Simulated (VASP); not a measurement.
# BaTe (P1) in VASP: relaxation of cell and atoms with PBE

Aim: the relaxation of cell and atoms of BaTe with PBE.

Everything below comes from runs of VASP 6.6.1. Logs are shortened: lines on timing, memory, paths and dates and some standing lists are left out, and cuts for length are marked.

## 1. The cell of the first run

The typed cell holds 4 atoms: a = 4.932 Å, b = 5.160 Å, c = 8.620 Å, α = 71.94°, β = 74.03°, γ = 59.63°.

## 2. Relaxation of cell and atoms, PBE

INCAR

```
SYSTEM = BaTe
PREC = Accurate
ENCUT = 600
EDIFF = 1E-6
ISMEAR = 0
SIGMA = 0.1
LREAL = .False.
LASPH = .True.
NELM = 60
ALGO = Normal
ISIF = 3
LWAVE = .False.
LCHARG = .False.
GGA = PE
IBRION = 2
NSW = 80
EDIFFG = -0.025
```

KPOINTS

```
Automatic mesh
0
Gamma
  4 4 4
  0 0 0
```

POSCAR

```
BaTe
1.0
    0.0914704644      3.4944614265      3.4788110746
    3.6473325797      3.6492510832     -0.0633191923
   -3.3459117897      7.0604005687     -3.6417592546
Ba Te
2 2
Direct
    0.7359630360      0.6988541708      0.7492046223
    0.2719294005      0.2211199037      0.2455211041
   -0.0584522261      0.0853558439      0.0190090677
    0.5505597896      0.4946700816      0.4862652060
```

Potentials or basis: VASP PAW PBE potentials, release 64 (Ba_sv, Te).

Started as:

```console
$ cat potpaw_PBE.64/Ba_sv/POTCAR potpaw_PBE.64/Te/POTCAR > POTCAR
$ mpirun -np 1 vasp_std > vasp.out
```

OUTCAR:

```text
SYSTEM = BaTe
   PREC = Accurate
   ENCUT = 600
   EDIFF = 1E-6
   ISMEAR = 0
   LREAL = .False.
   LASPH = .True.
   NELM = 60
   ISIF = 3
   GGA = PE
   IBRION = 2
   NSW = 80
   EDIFFG = -0.025

 ion  position               nearest neighbor table
   1  0.736  0.699  0.749-   3 3.15   4 3.27   4 3.80   4 3.82   3 3.83   3 4.08
   2  0.272  0.221  0.246-   3 3.19   3 3.27   4 3.41   4 3.43   4 3.68   3 3.92
   3  0.942  0.085  0.019-   1 3.15   2 3.19   2 3.27   1 3.83   2 3.92   1 4.08
   4  0.551  0.495  0.486-   1 3.27   2 3.41   2 3.43   2 3.68   1 3.80   1 3.82

  LATTYP: Found a triclinic cell.
 ALAT       =     8.6201387671
 B/A-ratio  =     1.1326736601
 C/A-ratio  =     0.5985811402
 COS(alpha) =     0.0006659755
 COS(beta)  =     0.3100839685
 COS(gamma) =     0.8579769906

  Lattice vectors:

 A1 = (  -3.3459117897,   7.0604005687,  -3.6417592546)
 A2 = (  -6.9017739050,   6.9056109120,  -0.0996289877)
 A3 = (   3.6473325797,   3.6492510832,  -0.0633191923)

Analysis of symmetry for initial positions (statically):
=====================================================================
 Subroutine PRICEL returns:
 Original cell was already a primitive cell.

 Routine SETGRP: Setting up the symmetry group for a
 triclinic supercell.

 Subroutine GETGRP returns: Found  1 space group operations
 (whereof  1 operations were pure point group operations)
 out of a pool of  2 trial point group operations.

The static configuration has the point symmetry C_1 .

Analysis of symmetry for dynamics (positions and initial velocities):
=====================================================================
 Subroutine PRICEL returns:
 Original cell was already a primitive cell.

 Routine SETGRP: Setting up the symmetry group for a
 triclinic supercell.

 Subroutine GETGRP returns: Found  1 space group operations
 (whereof  1 operations were pure point group operations)
 out of a pool of  2 trial point group operations.

The dynamic configuration has the point symmetry C_1 .

 Subroutine INISYM returns: Found  1 space group operations
 (whereof  1 operations are pure point group operations),
 and found     1 'primitive' translations

----------------------------------------------------------------------------------------

                                     Primitive cell

  volume of cell :     178.0431

  direct lattice vectors                    reciprocal lattice vectors
     0.091470464  3.494461427  3.478811075    -0.072132165  0.075793821  0.213216344
     3.647332580  3.649251083 -0.063319192     0.209431226  0.063505302 -0.069297698
    -3.345911790  7.060400569 -3.641759255    -0.072546034  0.071298309 -0.069711567

  length of vectors
     4.931709034  5.159852492  8.620138767     0.237505709  0.229557254  0.123312930

  position of ions in fractional coordinates (direct lattice)
     0.735963036  0.698854171  0.749204622
     0.271929400  0.221119904  0.245521104
     0.941547774  0.085355844  0.019009068
     0.550559790  0.494670082  0.486265206

  ion indices of the primitive-cell ions
   primitive index   ion index
                 1           1
                 2           2
                 3           3
                 4           4

----------------------------------------------------------------------------------------

 KPOINTS: Automatic mesh

Automatic generation of k-mesh.
 Grid dimensions read from file:
 generate k-points for:    4    4    4

 Generating k-lattice:

  Cartesian coordinates                     Fractional coordinates (reciprocal lattice)
    -0.018033041  0.018948455  0.053304086     0.250000000 -0.000000000 -0.000000000
     0.052357806  0.015876326 -0.017324425     0.000000000  0.250000000  0.000000000
    -0.018136508  0.017824577 -0.017427892     0.000000000 -0.000000000  0.250000000

  Length of vectors
     0.059376427  0.057389313  0.030828232

  Shift w.r.t. Gamma in fractional coordinates (k-lattice)
     0.000000000  0.000000000  0.000000000

 Subroutine IBZKPT returns following result:
 ===========================================

 Found     36 irreducible k-points:

 Following reciprocal coordinates:
            Coordinates               Weight
  0.000000  0.000000  0.000000      1.000000
  0.250000  0.000000  0.000000      2.000000
  0.500000  0.000000  0.000000      1.000000
  0.000000  0.250000  0.000000      2.000000
  0.250000  0.250000 -0.000000      2.000000
  0.500000  0.250000  0.000000      2.000000
[... 16 lines left out ...]
  0.000000 -0.250000  0.250000      2.000000
  0.250000 -0.250000  0.250000      2.000000
 [... further k-points ...]
   k-points           NKPTS =     36   k-points in BZ     NKDIM =     36   number of bands    NBANDS=     20
   number of dos      NEDOS =    301   number of ions     NIONS =      4
   total plane-waves  NPLWV = 117600
   dimension x,y,z NGX =    40 NGY =   42 NGZ =   70
   dimension x,y,z NGXF=    80 NGYF=   84 NGZF=  140
   ions per type =               2   2
   NGX,Y,Z   is equivalent  to a cutoff of  13.48, 13.53, 13.50 a.u.
   NGXF,Y,Z  is equivalent  to a cutoff of  26.97, 27.06, 27.00 a.u.
 SYSTEM =  BaTe
   PREC   = accura    normal or accurate (medium, high low for compatibility)
   ISTART =      0    job   : 0-new  1-cont  2-samecut
   ICHARG =      2    charge: 1-file 2-atom 10-const
   ISPIN  =      1    spin polarized calculation?
   LNONCOLLINEAR =      F non collinear calculations
   LSORBIT =      F    spin-orbit coupling
   LASPH  =      T    aspherical Exc in radial PAW
   ENCUT  =  600.0 eV  44.10 Ry    6.64 a.u.   9.85 10.31 17.22*2*pi/ulx,y,z
   NELM   =     60;   NELMIN=  2; NELMDL= -5     # of ELM steps
   EDIFF  = 0.1E-05   stopping-criterion for ELM
   LREAL  =      F    real-space projection
   EDIFFG = -.3E-01   stopping-criterion for IOM
   NSW    =     80    number of steps for IOM
   IBRION =      2    ionic relax: 0-MD 1-quasi-New 2-CG
   NFREE  =      1    steps in history (QN), initial steepest desc. (CG)
   ISIF   =      3    stress and relaxation
   ISYM   =      2    0-nonsym 1-usesym 2-fastsym
   POTIM  = 0.5000    time-step for ionic-motion
   TEBEG  =    0.0;   TEEND  =   0.0 temperature during run
   PSTRESS=    0.0 pullay stress
   NELECT =      32.0000    total number of electrons
   NUPDOWN=      -1.0000    fix difference up-down
   EMIN   =  10.00;   EMAX   =-10.00  energy-range for DOS
   EFERMI =   0.00;   METHOD = LEGACY
   ISMEAR =     0;   SIGMA  =   0.10  broadening in eV -4-tet -1-fermi 0-gaus
   EFERMI_NEDOS =   21; number of points for ismear=-14 and -15
   IALGO  =     38    algorithm
   IMIX   =      4    mixing-type and parameters
     AMIX     =   0.40;   BMIX     =  1.00
     AMIX_MAG =   1.60;   BMIX_MAG =  1.00
  volume/ion in A,a.u.               =      44.51       300.37
  Fermi-wavevector in a.u.,A,eV,Ry     =   0.923882  1.745884 11.613357  0.853558
  Thomas-Fermi vector in A             =   2.049567
   LORBIT       =      0    0 simple, 1 ext, 2 COOP (PROOUT), +10 PAW based schemes
   GGA     = PE    functional components
   LHFCALC =     F    Hartree Fock is set to
   AEXX    =    0.0000 exact exchange contribution
   IVDW    =     0    specifies the selected vdW correction
   LEPSILON=     F    determine dielectric tensor
   LRPA    =     F    only Hartree local field effects (RPA)
 conjugate gradient relaxation of ions
 non-spin polarized calculation
 Gauss-broadening in eV      SIGMA  =   0.10
  energy-cutoff  :      600.00
  volume of cell :      178.04
 maximum number of plane-waves:      5966
   NGX = 19   NGY = 21   NGZ = 35

--------------------------------------- Ionic step        1  -------------------------------------------

 number of electron      32.0000000 magnetization

 Free energy of the ion-electron system (eV)
  ---------------------------------------------------
  ext. energy  EPLUGINS =         0.00000000
  ---------------------------------------------------
  free energy    TOTEN  =       -16.59403530 eV

  energy without entropy =      -16.59403530  energy(sigma->0) =      -16.59403530

------------------------ aborting loop because EDIFF is reached ----------------------------------------

  FORCE on cell =-STRESS in cart. coord.  units (eV):
  Direction    XX          YY          ZZ          XY          YZ          ZX
  --------------------------------------------------------------------------------------
  -------------------------------------------------------------------------------------
  Total        2.1701260      2.3234499      2.0928844     -1.2003952      0.5450697      0.5678642
  in kB       19.5285662     20.9083002     18.8334830    -10.8021361      4.9049820      5.1101058
  external PRESSURE =      19.7567831 kB  Pullay stress =       0.0000000 kB
[... 95 lines left out ...]
  FREE ENERGIE OF THE ION-ELECTRON SYSTEM (eV)
  ---------------------------------------------------
  free  energy   TOTEN  =       -16.8679087990 eV

  energy  without entropy=      -16.8679087989  energy(sigma->0) =      -16.86790880

[... ionic steps 4 to 11 ...]

--------------------------------------- Ionic step       12  -------------------------------------------

 number of electron      32.0000000 magnetization

------------------------ aborting loop because EDIFF is reached ----------------------------------------

  FORCE on cell =-STRESS in cart. coord.  units (eV):
  Direction    XX          YY          ZZ          XY          YZ          ZX
  --------------------------------------------------------------------------------------
  -------------------------------------------------------------------------------------
  Total        0.0856310     -0.0644993      0.0594516     -0.0277221      0.0211724      0.0149072
  in kB        0.7702818     -0.5801945      0.5347889     -0.2493700      0.1904538      0.1340953
  external PRESSURE =       0.2416254 kB  Pullay stress =       0.0000000 kB
[... 61 lines left out ...]
  energy  without entropy=      -17.2517322155  energy(sigma->0) =      -17.25173222

--------------------------------------- Ionic step       14  -------------------------------------------

 number of electron      32.0000000 magnetization

 Free energy of the ion-electron system (eV)
  ---------------------------------------------------
  ext. energy  EPLUGINS =         0.00000000
  ---------------------------------------------------
  free energy    TOTEN  =       -17.25204737 eV

  energy without entropy =      -17.25204737  energy(sigma->0) =      -17.25204737

 E-fermi :   2.5371     XC(G=0):  -8.0922

 val. band max:        2.0476147108   @ k =   0.0000   0.0000   0.0000
 cond. band min:       3.6408392750   @ k =   0.5000   0.5000  -0.0000
 fundamental gap:      1.5932245642
 Fermi energy:         2.5370812498

 k-point     1 :       0.0000    0.0000    0.0000
  band No.  band energies     occupation
      1     -25.0822      2.00000
      2     -25.0711      2.00000
      3     -10.5721      2.00000
      4     -10.2357      2.00000
      5     -10.2354      2.00000
      6     -10.2256      2.00000
[... 12 lines left out ...]
     19       4.9908      0.00000
[... 513 lines left out ...]
      4     -10.4155      2.00000
      5     -10.3343      2.00000
      6     -10.2907      2.00000
[... 12 lines left out ...]
     19       6.3245      0.00000
     20       6.4658      0.00000

 [... further k-points ...]

------------------------ aborting loop because EDIFF is reached ----------------------------------------

  FORCE on cell =-STRESS in cart. coord.  units (eV):
  Direction    XX          YY          ZZ          XY          YZ          ZX
  --------------------------------------------------------------------------------------
  -------------------------------------------------------------------------------------
  Total       -0.0323112      0.0783407     -0.0134877      0.0133036      0.0060516      0.0144173
  in kB       -0.2905093      0.7043591     -0.1212677      0.1196120      0.0544095      0.1296260
  external PRESSURE =       0.0975274 kB  Pullay stress =       0.0000000 kB
[... 19 lines left out ...]
  FREE ENERGIE OF THE ION-ELECTRON SYSTEM (eV)
  ---------------------------------------------------
  free  energy   TOTEN  =       -17.2520473698 eV

  energy  without entropy=      -17.2520473698  energy(sigma->0) =      -17.25204737

 reached required accuracy - stopping structural energy minimisation
```

Run time: 13 min. Hardware: 1 thread of Intel Xeon 6975P-C (Granite Rapids), shared host; peak memory 0.47 GiB.

What came out:

```yaml
Free_energy: -17.2520 eV
Relaxed_volume: 44.55 Å³/atom
Relaxed_cell: a = 5.013 Å, b = 5.013 Å, c = 8.673 Å, α = 73.26°, β = 73.24°, γ = 60.12°
Space_group_after_relaxing_to_0.1_Å: Fm-3m (No. 225)
Energy_gained_by_relaxing: 164.5 meV/atom
Ionic_steps: 14
Pressure_after_relaxing: 0.0 GPa
Largest_force_after_relaxing: 0.016 eV/Å
Band_gap_on_the_k_mesh: 1.59 eV (least direct gap 1.98 eV)
```

Forces in eV/Å, atoms in the order of the input:
```
Ba   0.001  0.008 -0.004
Ba   0.009 -0.007 -0.011
Te  -0.002 -0.001  0.010
Te  -0.008  0.000  0.005
```

Stress tensor (GPa, compression positive):
```
-0.03  0.01  0.01
 0.01  0.07  0.01
 0.01  0.01 -0.01
```

Step by step:
```
step  energy change (eV)  largest force (eV/Å)  pressure (GPa)  volume (Å³)
   1              0.0000                1.5683            1.98       178.04
   2             -0.2651                0.8731           -0.84       192.51
   3             -0.2739                0.7611           -1.31       195.86
   4             -0.4152                0.6660           -0.89       189.26
   5             -0.5467                0.4171            0.83       174.47
   6             -0.6051                0.3253            0.23       177.12
   7             -0.6102                0.3033            0.04       178.20
   8             -0.6401                0.1862           -0.05       178.74
   9             -0.6536                0.0921           -0.15       179.31
  10             -0.6555                0.0682            0.19       177.12
  11             -0.6556                0.0735            0.12       177.59
  12             -0.6574                0.0339            0.02       178.11
  13             -0.6577                0.0234           -0.02       178.42
  14             -0.6580                0.0158            0.01       178.20
```

Final structure:
```
CELL_PARAMETERS angstrom
-0.00554 3.54074 3.54927
3.54567 3.54368 -0.00161
-3.54718 7.08024 -3.53604
ATOMIC_POSITIONS crystal
Ba 0.74976 0.74976 0.74986
Ba 0.25127 0.24934 0.25003
Te 0.99938 0.00034 0.00016
Te 0.49958 0.50056 0.49996
```

Levels at points of the mesh, in eV from the valence-band top:
| k point | band 14 | band 15 | band 16 | band 17 | band 18 | band 19 |
| --- | --- | --- | --- | --- | --- | --- |
| (0.00, 0.00, 0.00) | -0.01 | 0.00 | 0.00 | 2.76 | 2.93 | 2.94 |
| (0.50, 0.00, 0.00) | -0.96 | -0.75 | -0.75 | 2.70 | 2.70 | 4.86 |
| (0.00, 0.50, 0.00) | -0.96 | -0.75 | -0.75 | 2.70 | 2.70 | 4.86 |
| (0.50, 0.50, 0.00) | -1.06 | -0.39 | -0.38 | 1.59 | 4.13 | 4.36 |
| (0.00, 0.00, 0.50) | -0.63 | -0.63 | -0.63 | 3.10 | 3.10 | 3.61 |
| (0.50, 0.00, 0.50) | -1.05 | -0.39 | -0.38 | 1.59 | 4.13 | 4.36 |
| (0.00, 0.50, 0.50) | -1.05 | -0.39 | -0.38 | 1.59 | 4.13 | 4.36 |
| (0.50, 0.50, 0.50) | -0.96 | -0.76 | -0.76 | 2.70 | 2.70 | 4.86 |

Caveat: spin-orbit coupling is left out, which moves the levels of the heavy elements.
